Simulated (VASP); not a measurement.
Runs of VASP 6.6.1 on Ir. The structure is that of space group Fm-3m (No. 225), or close to it. The cells are those of the table. 

```csv
cell,gap on the mesh (eV),pressure (GPa)
"a = 2.756, b = 2.756, c = 2.715 Å, angles 60.5, 60.5, 59.0°, 1 atom",none,-12.1
"a = 2.674, b = 2.674, c = 2.715 Å, angles 59.5, 59.5, 61.0°, 1 atom",none,10.9
"a = 2.674, b = 2.674, c = 2.633 Å, angles 60.5, 60.5, 59.0°, 1 atom",none,(a)
"a = 2.742, b = 2.742, c = 2.769 Å, angles 59.7, 59.7, 60.7°, 1 atom",none,-15.4
"a = 2.728, b = 2.728, c = 2.742 Å, angles 59.8, 59.8, 60.3°, 1 atom",none,(b)
```

Alike in all rows: task electric field gradients; level PBEsol; potentials or basis VASP PAW PBE potentials, release 64 (Ir); no spin polarisation; k mesh 15 × 15 × 15; cutoff (eV) 520; smearing fermi-dirac 0.05 eV.

**Question.** Fill in the values left out.

**Answer.** (a) 25.5; (b) -9.0.

Caveats: the PAW data sets were made with another functional, which shifts forces and pressure a little; spin-orbit coupling is left out, which moves the levels of the heavy elements; the cell stands under tension (at least some runs); the cell stands under pressure (at least some runs).

A k mesh can miss the band edges, and the runs leave out spin-orbit coupling on Ir.

A gap of «none» marks levels without a gap at the run's occupations.
